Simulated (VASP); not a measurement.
# Rh (Fm-3m) in VASP: further runs

Runs on Rh. Level: LDA. Tasks: single point.

All numbers are computed with VASP 6.6.1; they aren't measurements. Logs are shortened: lines on timing, memory, paths and dates and some standing lists are left out, and cuts for length are marked.

## 1. The cell of the first run

It takes space group Fm-3m (No. 225, cubic). The conventional cell has a = 3.597 Å, b = 3.597 Å, c = 3.597 Å, α = 90.00°, β = 90.00°, γ = 90.00°. Rh (site symmetry m-3m) has 12 Rh at 2.54 Å within 3.4 Å.

## 2. Single point, LDA (11.64 Å³/atom)

INCAR

```
PREC = Accurate ; ENCUT = 500
EDIFF = 1E-6 ; ISMEAR = -1
SIGMA = 0.05 ; LREAL = False
LASPH = True ; NELM = 120
ALGO = Normal ; ISIF = 2
LWAVE = False ; LCHARG = False
GGA = CA ; NBANDS = 14
GGA_COMPAT = False
```

KPOINTS

```
regular mesh
0
Gamma
  17 17 17
```

POSCAR

```
Rh
1.0
    0.0000000000      1.7985666952      1.7985666952
    1.7985666952      0.0000000000      1.7985666952
    1.7985666952      1.7985666952      0.0000000000
Rh
1
Direct
    0.0000000000      0.0000000000      0.0000000000
```

Potentials or basis: VASP PAW LDA potentials, release 64 (Rh_pv).

Started as:

```sh
> cat potpaw_LDA.64/Rh_pv/POTCAR > POTCAR
> mpirun -np 1 vasp_std > vasp.out
```

OUTCAR:

```text
PREC = Accurate
   ENCUT = 500
   EDIFF = 1E-6
   ISMEAR = -1
   LREAL = False
   LASPH = True
   NELM = 120
   ISIF = 2
   GGA = CA

 ion  position               nearest neighbor table
   1  0.000  0.000  0.000-

  LATTYP: Found a face centered cubic cell.
 ALAT       =     3.5971333904

  Lattice vectors:

 A1 = (   0.0000000000,   1.7985666952,   1.7985666952)
 A2 = (   1.7985666952,   0.0000000000,   1.7985666952)
 A3 = (   1.7985666952,   1.7985666952,   0.0000000000)

Analysis of symmetry for initial positions (statically):
=====================================================================
 Subroutine PRICEL returns:
 Original cell was already a primitive cell.

 Routine SETGRP: Setting up the symmetry group for a
 face centered cubic supercell.

 Subroutine GETGRP returns: Found 48 space group operations
 (whereof 48 operations were pure point group operations)
 out of a pool of 48 trial point group operations.

The static configuration has the point symmetry O_h .

Analysis of symmetry for dynamics (positions and initial velocities):
=====================================================================
 Subroutine PRICEL returns:
 Original cell was already a primitive cell.

 Routine SETGRP: Setting up the symmetry group for a
 face centered cubic supercell.

 Subroutine GETGRP returns: Found 48 space group operations
 (whereof 48 operations were pure point group operations)
 out of a pool of 48 trial point group operations.

The dynamic configuration has the point symmetry O_h .

 Subroutine INISYM returns: Found 48 space group operations
 (whereof 48 operations are pure point group operations),
 and found     1 'primitive' translations

----------------------------------------------------------------------------------------

                                     Primitive cell

  volume of cell :      11.6362

  direct lattice vectors                    reciprocal lattice vectors
     0.000000000  1.798566695  1.798566695    -0.277999143  0.277999143  0.277999143
     1.798566695  0.000000000  1.798566695     0.277999143 -0.277999143  0.277999143
     1.798566695  1.798566695  0.000000000     0.277999143  0.277999143 -0.277999143

  length of vectors
     2.543557413  2.543557413  2.543557413     0.481508640  0.481508640  0.481508640

  position of ions in fractional coordinates (direct lattice)
     0.000000000  0.000000000  0.000000000

  ion indices of the primitive-cell ions
   primitive index   ion index
                 1           1

----------------------------------------------------------------------------------------

 KPOINTS: regular mesh

Automatic generation of k-mesh.
 Grid dimensions read from file:
 generate k-points for:   17   17   17

 Generating k-lattice:

  Cartesian coordinates                     Fractional coordinates (reciprocal lattice)
    -0.016352891  0.016352891  0.016352891     0.058823529  0.000000000  0.000000000
     0.016352891 -0.016352891  0.016352891     0.000000000  0.058823529  0.000000000
     0.016352891  0.016352891 -0.016352891     0.000000000  0.000000000  0.058823529

  Length of vectors
     0.028324038  0.028324038  0.028324038

  Shift w.r.t. Gamma in fractional coordinates (k-lattice)
     0.000000000  0.000000000  0.000000000

 Subroutine IBZKPT returns following result:
 ===========================================

 Found    165 irreducible k-points:

 Following reciprocal coordinates:
            Coordinates               Weight
  0.000000  0.000000  0.000000      1.000000
  0.058824  0.000000  0.000000      8.000000
  0.117647  0.000000  0.000000      8.000000
  0.176471  0.000000  0.000000      8.000000
  0.235294  0.000000  0.000000      8.000000
  0.294118  0.000000  0.000000      8.000000
[... 16 lines left out ...]
 -0.176471  0.058824  0.000000     24.000000
 -0.117647  0.058824  0.000000     24.000000
 [... further k-points ...]
   k-points           NKPTS =    165   k-points in BZ     NKDIM =    165   number of bands    NBANDS=     14
   number of dos      NEDOS =    301   number of ions     NIONS =      1
   total plane-waves  NPLWV =   8000
   dimension x,y,z NGX =    20 NGY =   20 NGZ =   20
   dimension x,y,z NGXF=    40 NGYF=   40 NGZF=   40
   ions per type =               1
   NGX,Y,Z   is equivalent  to a cutoff of  13.07, 13.07, 13.07 a.u.
   NGXF,Y,Z  is equivalent  to a cutoff of  26.14, 26.14, 26.14 a.u.
 SYSTEM =  unknown system
   PREC   = accura    normal or accurate (medium, high low for compatibility)
   ISTART =      0    job   : 0-new  1-cont  2-samecut
   ICHARG =      2    charge: 1-file 2-atom 10-const
   ISPIN  =      1    spin polarized calculation?
   LNONCOLLINEAR =      F non collinear calculations
   LSORBIT =      F    spin-orbit coupling
   LASPH  =      T    aspherical Exc in radial PAW
   ENCUT  =  500.0 eV  36.75 Ry    6.06 a.u.   4.64  4.64  4.64*2*pi/ulx,y,z
   NELM   =    120;   NELMIN=  2; NELMDL= -5     # of ELM steps
   EDIFF  = 0.1E-05   stopping-criterion for ELM
   LREAL  =      F    real-space projection
[... 7 lines left out ...]
   TEBEG  =    0.0;   TEEND  =   0.0 temperature during run
   PSTRESS=    0.0 pullay stress
   NELECT =      15.0000    total number of electrons
   NUPDOWN=      -1.0000    fix difference up-down
   EMIN   =  10.00;   EMAX   =-10.00  energy-range for DOS
   EFERMI =   0.00;   METHOD = LEGACY
   ISMEAR =    -1;   SIGMA  =   0.05  broadening in eV -4-tet -1-fermi 0-gaus
   EFERMI_NEDOS =   21; number of points for ismear=-14 and -15
   IALGO  =     38    algorithm
   IMIX   =      4    mixing-type and parameters
     AMIX     =   0.40;   BMIX     =  1.00
     AMIX_MAG =   1.60;   BMIX_MAG =  1.00
  volume/ion in A,a.u.               =      11.64        78.52
  Fermi-wavevector in a.u.,A,eV,Ry     =   1.781703  3.366931 43.191238  3.174466
  Thomas-Fermi vector in A             =   2.846240
   LORBIT       =      0    0 simple, 1 ext, 2 COOP (PROOUT), +10 PAW based schemes
   GGA     = CA    functional components
   LHFCALC =     F    Hartree Fock is set to
   AEXX    =    0.0000 exact exchange contribution
   IVDW    =     0    specifies the selected vdW correction
   LEPSILON=     F    determine dielectric tensor
   LRPA    =     F    only Hartree local field effects (RPA)
 non-spin polarized calculation
  energy-cutoff  :      500.00
  volume of cell :       11.64
 maximum number of plane-waves:       307
   NGX =  9   NGY =  9   NGZ =  9

 number of electron      15.0000002 magnetization

 Free energy of the ion-electron system (eV)
  ---------------------------------------------------
  ext. energy  EPLUGINS =         0.00000000
  ---------------------------------------------------
  free energy    TOTEN  =        -8.43345568 eV

  energy without entropy =       -8.42732411  energy(sigma->0) =       -8.43038990

 E-fermi :  15.0941     XC(G=0): -15.4385

 val. band max:       15.0661002184   @ k =   0.4118   0.2353   0.0588
 cond. band min:      15.1117530715   @ k =   0.4118   0.2941   0.0588
 fundamental gap:      0.0456528531
 Fermi energy:        15.0940749893

 k-point     1 :       0.0000    0.0000    0.0000
  band No.  band energies     occupation
      1     -31.3686      2.00000
      2     -31.3686      2.00000
      3     -31.3686      2.00000
      4       5.7908      2.00000
      5      11.0666      2.00000
      6      11.0666      2.00000
      7      11.0666      2.00000
      8      13.8231      2.00000
      9      13.8231      2.00000
     10      30.7271      0.00000
     11      34.9920      0.00000
     12      37.1334      0.00000
     13      37.1334      0.00000
     14      37.1334      0.00000

 k-point     2 :       0.0588    0.0000    0.0000
  band No.  band energies     occupation
      1     -31.4153      2.00000
      2     -31.3746      2.00000
      3     -31.3746      2.00000
      4       5.9564      2.00000
      5      10.9835      2.00000
      6      11.1362      2.00000
      7      11.1362      2.00000
      8      13.7785      2.00000
      9      13.7785      2.00000
     10      31.0040      0.00000
     11      34.9919      0.00000
     12      36.3476      0.00000
     13      37.4029      0.00000
     14      37.4029      0.00000

 k-point     3 :       0.1176    0.0000    0.0000
  band No.  band energies     occupation
      1     -31.5481      2.00000
      2     -31.3917      2.00000
      3     -31.3917      2.00000
      4       6.4214      2.00000
      5      10.7866      2.00000
      6      11.3149      2.00000
      7      11.3149      2.00000
      8      13.6854      2.00000
      9      13.6854      2.00000
     10      31.7521      0.00000
     11      34.7525      0.00000
     12      35.0009      0.00000
     13      38.1860      0.00000
     14      38.1860      0.00000
[... 324 lines left out ...]
 k-point    23 :      -0.1765    0.0588    0.0000
  band No.  band energies     occupation
      1     -31.8331      2.00000
      2     -31.4717      2.00000
      3     -31.4145      2.00000
      4       7.4111      2.00000
      5      10.4890      2.00000
      6      11.6047      2.00000
      7      11.6265      2.00000
      8      13.3181      2.00000
      9      14.1308      2.00000
     10      32.5386      0.00000
     11      33.2797      0.00000
     12      34.9938      0.00000
     13      38.8250      0.00000
     14      40.6821      0.00000

 k-point    24 :      -0.1176    0.0588    0.0000
  band No.  band energies     occupation
      1     -31.6278      2.00000
      2     -31.4355      2.00000
      3     -31.3905      2.00000
      4       6.7619      2.00000
      5      10.5964      2.00000
      6      11.4368      2.00000
      7      11.4947      2.00000
      8      13.3812      2.00000
      9      13.9092      2.00000
     10      32.2843      0.00000
     11      34.1730      0.00000
     12      34.9953      0.00000
     13      37.8683      0.00000
     14      39.1918      0.00000

 [... further k-points ...]
[... 5 lines left out ...]
  --------------------------------------------------------------------------------------
  -------------------------------------------------------------------------------------
  Total        4.1753647      4.1753647      4.1753647     -0.0000000     -0.0000000      0.0000000
  in kB      574.9040419    574.9040419    574.9040419     -0.0000000     -0.0000000      0.0000000
  external PRESSURE =     574.9040419 kB  Pullay stress =       0.0000000 kB

 VOLUME and BASIS-vectors are now :
 -----------------------------------------------------------------------------
  energy-cutoff  :      500.00
  volume of cell :       11.64
      direct lattice vectors                 reciprocal lattice vectors
     0.000000000  1.798566695  1.798566695    -0.277999143  0.277999143  0.277999143
     1.798566695  0.000000000  1.798566695     0.277999143 -0.277999143  0.277999143
     1.798566695  1.798566695  0.000000000     0.277999143  0.277999143 -0.277999143

 POSITION                                       TOTAL-FORCE (eV/Angst)
 -----------------------------------------------------------------------------------
      0.00000      0.00000      0.00000         0.000000      0.000000      0.000000
 -----------------------------------------------------------------------------------
    total drift:                                0.000000     -0.000000      0.000000

  FREE ENERGIE OF THE ION-ELECTRON SYSTEM (eV)
  ---------------------------------------------------
  free  energy   TOTEN  =        -8.4334556810 eV

  energy  without entropy=       -8.4273241099  energy(sigma->0) =       -8.43038990
```

It took 28 s on 1 thread of Intel Xeon 8259CL, shared host; peak memory 0.13 GiB.

What came out:

* Free energy: -8.4335 eV
* Pressure: 57.5 GPa
* Band gap on the k mesh: zero (an odd number of electrons rules out a gap without spin polarisation)

Levels at points of the mesh, in eV from the Fermi level:
```tsv
k point	band 4	band 5	band 6	band 7	band 8	band 9	band 10	band 11
(0.00, 0.00, 0.00)	-9.30	-4.03	-4.03	-4.03	-1.27	-1.27	15.63	19.90
```

Caveat: the cell stands under pressure.

## 3. Single point, LDA (11.64 Å³/atom)

INCAR

```
SYSTEM = Rh
PREC = Accurate
ENCUT = 500
EDIFF = 1E-6
ISMEAR = -1
SIGMA = 0.05
LREAL = .FALSE.
LASPH = .TRUE.
NELM = 120
ALGO = Normal
ISIF = 2
LWAVE = .FALSE.
LCHARG = .FALSE.
GGA = CA
NBANDS = 14
GGA_COMPAT = .FALSE.
```

KPOINTS

```
regular mesh
0
G
  17 17 17
  0 0 0
```

POSCAR is that of step 2.

Potentials or basis: VASP PAW LDA potentials, release 64 (Rh_pv).

Started as:

```sh
> cat potpaw_LDA.64/Rh_pv/POTCAR > POTCAR
> mpirun -np 1 vasp_std > vasp.out
```

It took 29 s on 1 thread of Intel Xeon 8259CL, shared host; peak memory 0.14 GiB.

The run converged. Its results:

```
Free energy            : -8.4335 eV
Pressure               : 57.5 GPa
Band gap on the k mesh : zero (an odd number of electrons rules out a gap without spin polarisation)
```

Levels at points of the mesh, in eV from the Fermi level:
```tsv
k point	band 3	band 4	band 5	band 6	band 7	band 8	band 9	band 10	band 11	band 12
(0.00, 0.00, 0.00)	-46.46	-9.30	-4.03	-4.03	-4.03	-1.27	-1.27	15.63	19.90	22.04
```

Caveat: the cell stands under pressure.
